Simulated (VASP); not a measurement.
**SnSe: single point with PBE+D3(BJ)**

SnSe:

```
CELL_PARAMETERS angstrom
4.43310 0.00000 0.00000
0.00000 4.43310 0.00000
0.00000 0.00000 5.11130
ATOMIC_POSITIONS crystal
Sn 0.50000 0.00000 0.25009
Sn 0.00000 0.50000 0.74991
Se 0.50000 0.00000 0.74994
Se 0.00000 0.50000 0.25006
```

```json
{"Program": "VASP 6.6.1", "Task": "single point", "Functional": "PBE", "Dispersion": "D3(BJ)", "Potentials or basis": "VASP PAW PBE potentials, release 64 (Sn_d, Se)", "Cutoff": "520 eV", "k mesh": "8 × 8 × 6", "Occupations": "gaussian, width 0.03 eV", "Spin": "no spin polarisation", "Dipole correction": "no", "Further INCAR settings": "ALGO = Normal; EDIFF = 1e-06; NBANDS = 28"}
```

```
Pressure                   : 9.5 GPa
Largest force              : 0.011 eV/Å
Band gap on the k mesh     : zero (bands 20 and 21 overlap by 0.67 eV)
Dispersion energy per atom : -0.384 eV
```

Forces on the atoms (eV/Å):
```
Sn   0.000  0.000 -0.011
Sn   0.000  0.000  0.011
Se   0.000  0.000  0.011
Se   0.000  0.000 -0.011
```

Stress tensor (GPa, compression positive):
```
-2.40  0.00  0.00
 0.00 -2.40  0.00
 0.00  0.00 33.26
```

Levels at points of the mesh, in eV from the Fermi level:
```csv
k point,band 16,band 17,band 18,band 19,band 20,band 21,band 22,band 23,band 24,band 25
"(0.00, 0.00, 0.00)",-5.03,-4.95,-4.65,-2.38,-2.38,1.80,2.65,2.65,4.86,4.86
"(0.50, 0.00, 0.00)",-5.90,-3.46,-3.46,-2.36,-2.36,1.21,1.21,1.63,1.63,4.89
"(0.50, 0.50, 0.00)",-5.89,-5.73,-5.73,-3.19,-3.19,2.71,2.71,3.12,3.12,5.21
"(0.00, 0.00, 0.50)",-3.82,-3.82,-3.82,-0.19,-0.18,2.66,2.66,2.74,2.74,2.74
"(0.50, 0.00, 0.50)",-2.97,-2.83,-2.83,-0.87,-0.87,0.09,0.09,1.31,1.31,2.08
"(0.50, 0.50, 0.50)",-5.24,-5.24,-5.24,0.47,0.47,2.43,2.43,3.30,3.30,3.31
```

Wall time 54 s on 1 thread of Intel(R) Xeon(R) Platinum 8559C (Emerald Rapids), with other jobs on the host, peak memory 0.31 GiB.

Caveat: the cell stands under pressure; semilocal functionals underestimate gaps, so a narrow gap can read as zero; spin-orbit coupling is left out, which moves the levels of the heavy elements.
